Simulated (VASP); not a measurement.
# AgPtC2N2 (Immm) in VASP: relaxation of cell and atoms with PBE

Aim: the relaxation of cell and atoms of AgPtC2N2 with PBE.

Everything below comes from runs of VASP 6.6.1. Logs are shortened: lines on timing, memory, paths and dates and some standing lists are left out, and cuts for length are marked.

## (1) The cell of the first run

Symmetry: Immm, No. 71, orthorhombic system. The conventional cell has a = 3.082 Å, b = 5.530 Å, c = 10.252 Å, α = 90.00°, β = 90.00°, γ = 90.00°. Within 2.7 Å of Ag (site symmetry mmm) lie 2 C at 2.03 Å. Pt (site symmetry mmm) has 2 N at 1.94 Å within 2.6 Å. Within 1.6 Å of C (site symmetry mm2) lie 1 N at 1.16 Å. Within 1.6 Å of N (site symmetry mm2) lie 1 C at 1.16 Å.

## (2) Relaxation of cell and atoms, PBE

Contents of INCAR:

```
PREC = Accurate
ENCUT = 600
EDIFF = 1E-7
ISMEAR = 0
SIGMA = 0.1
LREAL = F
LASPH = T
NELM = 120
ALGO = Normal
ISIF = 3
LWAVE = F
LCHARG = F
GGA = PE
IBRION = 2
NSW = 100
EDIFFG = -0.01
GGA_COMPAT = F
NELMIN = 4
KPAR = 4
```

Contents of KPOINTS:

```
Automatic mesh
0
Gamma
  14 14 14
```

Contents of POSCAR:

```
AgPtC2N2
1.0
   -1.5409806853      2.7647756957      5.1259060581
    1.5409806853     -2.7647756957      5.1259060581
    1.5409806853      2.7647756957     -5.1259060581
Ag Pt C N
1 1 2 2
Direct
    0.0000000000      0.0000000000      0.0000000000
    0.5000000000      0.5000000000      0.0000000000
    0.8024390687      0.8024390687      0.0000000000
    0.1975609313      0.1975609313      0.0000000000
    0.6890440979      0.6890440979      0.0000000000
    0.3109559021      0.3109559021      0.0000000000
```

Potentials or basis: VASP PAW PBE potentials, release 64 (Ag, Pt, C, N).

On the command line:

```bash
$ cat potpaw_PBE.64/Ag/POTCAR potpaw_PBE.64/Pt/POTCAR potpaw_PBE.64/C/POTCAR potpaw_PBE.64/N/POTCAR > POTCAR
$ mpirun -np 4 vasp_std > vasp.out
```

OUTCAR:

```text
PREC = Accurate
   ENCUT = 600
   EDIFF = 1E-7
   ISMEAR = 0
   LREAL = F
   LASPH = T
   NELM = 120
   ISIF = 3
   GGA = PE
   IBRION = 2
   NSW = 100
   EDIFFG = -0.01
   NELMIN = 4

 ion  position               nearest neighbor table
   1  0.000  0.000  0.000-   3 2.03   4 2.03   2 3.17   2 3.17   2 3.17   2 3.17
   2  0.500  0.500  0.000-   5 1.94   6 1.94   1 3.17   1 3.17   1 3.17   1 3.17
   3  0.802  0.802  0.000-   5 1.16   1 2.03
   4  0.198  0.198  0.000-   6 1.16   1 2.03
   5  0.689  0.689  0.000-   3 1.16   2 1.94
   6  0.311  0.311  0.000-   4 1.16   2 1.94

  LATTYP: Found a body centered orthorhombic cell.
 ALAT       =     3.0819613706
 B/A-ratio  =     1.7941663527
 C/A-ratio  =     3.3263921521

  Lattice vectors:

 A1 = (  -1.5409806853,   2.7647756957,   5.1259060581)
 A2 = (   1.5409806853,  -2.7647756957,   5.1259060581)
 A3 = (   1.5409806853,   2.7647756957,  -5.1259060581)

Analysis of symmetry for initial positions (statically):
=====================================================================
 Subroutine PRICEL returns:
 Original cell was already a primitive cell.

 Routine SETGRP: Setting up the symmetry group for a
 body centered orthorhombic supercell.

 Subroutine GETGRP returns: Found  8 space group operations
 (whereof  8 operations were pure point group operations)
 out of a pool of  8 trial point group operations.

The static configuration has the point symmetry D_2h.

Analysis of symmetry for dynamics (positions and initial velocities):
=====================================================================
 Subroutine PRICEL returns:
 Original cell was already a primitive cell.

 Routine SETGRP: Setting up the symmetry group for a
 body centered orthorhombic supercell.

 Subroutine GETGRP returns: Found  8 space group operations
 (whereof  8 operations were pure point group operations)
 out of a pool of  8 trial point group operations.

The dynamic configuration has the point symmetry D_2h.

 Subroutine INISYM returns: Found  8 space group operations
 (whereof  8 operations are pure point group operations),
 and found     1 'primitive' translations

----------------------------------------------------------------------------------------

                                     Primitive cell
[... 118 lines left out ...]
     AMIX     =   0.40;   BMIX     =  1.00
     AMIX_MAG =   1.60;   BMIX_MAG =  1.00
  volume/ion in A,a.u.               =      14.56        98.25
  Fermi-wavevector in a.u.,A,eV,Ry     =   1.251220  2.364464 21.300632  1.565552
  Thomas-Fermi vector in A             =   2.385178
   LORBIT       =      0    0 simple, 1 ext, 2 COOP (PROOUT), +10 PAW based schemes
   GGA     = PE    functional components
   LHFCALC =     F    Hartree Fock is set to
   AEXX    =    0.0000 exact exchange contribution
   IVDW    =     0    specifies the selected vdW correction
   LEPSILON=     F    determine dielectric tensor
   LRPA    =     F    only Hartree local field effects (RPA)
 conjugate gradient relaxation of ions
 non-spin polarized calculation
 Gauss-broadening in eV      SIGMA  =   0.10
  energy-cutoff  :      600.00
  volume of cell :       87.35
 maximum number of plane-waves:      2936
   NGX = 25   NGY = 25   NGZ = 25

--------------------------------------- Ionic step        1  -------------------------------------------

 number of electron      39.0000002 magnetization

 Free energy of the ion-electron system (eV)
  ---------------------------------------------------
  ext. energy  EPLUGINS =         0.00000000
  ---------------------------------------------------
  free energy    TOTEN  =       -40.71377503 eV

  energy without entropy =      -40.70754081  energy(sigma->0) =      -40.71065792

------------------------ aborting loop because EDIFF is reached ----------------------------------------

  FORCE on cell =-STRESS in cart. coord.  units (eV):
  Direction    XX          YY          ZZ          XY          YZ          ZX
  --------------------------------------------------------------------------------------
  -------------------------------------------------------------------------------------
  Total       -0.2726934      0.1326485      0.9787213     -0.0000000      0.0000000      0.0000000
  in kB       -5.0014680      2.4329045     17.9507208     -0.0000000      0.0000000      0.0000000
  external PRESSURE =       5.1273857 kB  Pullay stress =       0.0000000 kB
[... 101 lines left out ...]
  FREE ENERGIE OF THE ION-ELECTRON SYSTEM (eV)
  ---------------------------------------------------
  free  energy   TOTEN  =       -40.7151516241 eV

  energy  without entropy=      -40.7089370743  energy(sigma->0) =      -40.71204435

[... ionic steps 4 to 26 ...]

--------------------------------------- Ionic step       27  -------------------------------------------

 number of electron      39.0000000 magnetization

------------------------ aborting loop because EDIFF is reached ----------------------------------------
[... 75 lines left out ...]
--------------------------------------- Ionic step       29  -------------------------------------------

 number of electron      39.0000000 magnetization

 Free energy of the ion-electron system (eV)
  ---------------------------------------------------
  ext. energy  EPLUGINS =         0.00000000
  ---------------------------------------------------
  free energy    TOTEN  =       -40.71706676 eV

  energy without entropy =      -40.71078259  energy(sigma->0) =      -40.71392467

 E-fermi :   3.1296     XC(G=0): -10.2242

 val. band max:        3.1260146263   @ k =   0.1429   0.2143  -0.0000
 cond. band min:       3.1307424626   @ k =  -0.0714   0.2857   0.0000
 fundamental gap:      0.0047278363
 Fermi energy:         3.1296034079

 k-point     1 :       0.0000    0.0000    0.0000
  band No.  band energies     occupation
      1     -14.8550      2.00000
      2     -14.3070      2.00000
      3      -6.1890      2.00000
      4      -4.3215      2.00000
      5      -4.1758      2.00000
      6      -2.7341      2.00000
[... 613 lines left out ...]
     22       8.0797      0.00000
     23       9.0237      0.00000

 [... further k-points ...]

------------------------ aborting loop because EDIFF is reached ----------------------------------------

  FORCE on cell =-STRESS in cart. coord.  units (eV):
  Direction    XX          YY          ZZ          XY          YZ          ZX
  --------------------------------------------------------------------------------------
  -------------------------------------------------------------------------------------
  Total       -0.0019928      0.0056867      0.0343262     -0.0000000      0.0000000      0.0000000
  in kB       -0.0365317      0.1042497      0.6292730     -0.0000000      0.0000000      0.0000000
  external PRESSURE =       0.2323303 kB  Pullay stress =       0.0000000 kB
[... 21 lines left out ...]
  FREE ENERGIE OF THE ION-ELECTRON SYSTEM (eV)
  ---------------------------------------------------
  free  energy   TOTEN  =       -40.7170667607 eV

  energy  without entropy=      -40.7107825859  energy(sigma->0) =      -40.71392467

 reached required accuracy - stopping structural energy minimisation
```

It took 54 min on 4 MPI ranks of Intel Xeon 6975P-C (Granite Rapids), shared host; peak memory 1.3 GiB.

Results:

```yaml
Free_energy: -40.7171 eV
Relaxed_volume: 14.57 Å³/atom
Relaxed_cell: a = 6.036 Å, b = 6.036 Å, c = 6.036 Å, α = 150.69°, β = 124.95°, γ = 63.59°
Space_group_after_relaxing_to_0.1_Å: Immm (No. 71)
Energy_gained_by_relaxing: 0.5 meV/atom
Ionic_steps: 29
Pressure_after_relaxing: 0.0 GPa
Largest_force_after_relaxing: 0.004 eV/Å
Band_gap_on_the_k_mesh: zero (an odd number of electrons rules out a gap without spin polarisation)
```

Forces on the atoms (eV/Å):
```
Ag   0.000  0.000  0.000
Pt   0.000  0.000  0.000
C    0.000  0.000  0.004
C    0.000  0.000 -0.004
N    0.000  0.000  0.003
N    0.000  0.000 -0.003
```

The path:
```csv
step,energy change (eV),largest force (eV/Å),pressure (GPa),volume (Å³)
1,0.0000,0.4002,0.51,87.35
2,0.1912,4.2804,-6.09,87.94
3,-0.0014,0.0596,-0.08,87.40
4,-0.0014,0.0332,-0.04,87.40
5,-0.0014,0.0257,-0.03,87.40
6,-0.0019,0.0167,-0.10,87.37
7,-0.0024,0.0551,-0.28,87.30
8,-0.0024,0.0451,-0.24,87.32
9,-0.0027,0.0349,-0.16,87.27
10,-0.0029,0.0288,-0.07,87.21
11,-0.0030,0.0493,0.14,87.09
12,-0.0030,0.0340,0.08,87.13
13,-0.0031,0.0344,0.10,87.14
14,-0.0031,0.0763,0.16,87.17
15,-0.0032,0.0675,0.15,87.18
16,-0.0032,0.0403,0.11,87.19
17,-0.0032,0.0143,0.04,87.23
18,-0.0032,0.0224,0.03,87.23
19,-0.0032,0.0203,0.03,87.24
20,-0.0033,0.0143,0.04,87.26
21,-0.0032,0.0293,0.05,87.31
22,-0.0033,0.0121,0.04,87.28
23,-0.0033,0.0108,0.04,87.27
24,-0.0033,0.0102,0.04,87.28
25,-0.0033,0.0117,0.04,87.29
26,-0.0033,0.0139,0.05,87.32
27,-0.0033,0.0229,0.06,87.37
28,-0.0033,0.0178,0.05,87.38
29,-0.0033,0.0039,0.02,87.40
```

Final structure:
```
CELL_PARAMETERS angstrom
-1.52681 2.78948 5.13011
1.52681 -2.78948 5.13011
1.52681 2.78948 -5.13011
ATOMIC_POSITIONS crystal
Ag 0.00000 0.00000 0.00000
Pt 0.50000 0.50000 0.00000
C 0.80241 0.80241 0.00000
C 0.19759 0.19759 0.00000
N 0.68878 0.68878 0.00000
N 0.31122 0.31122 0.00000
```

Caveat: spin-orbit coupling is left out, which moves the levels of the heavy elements.
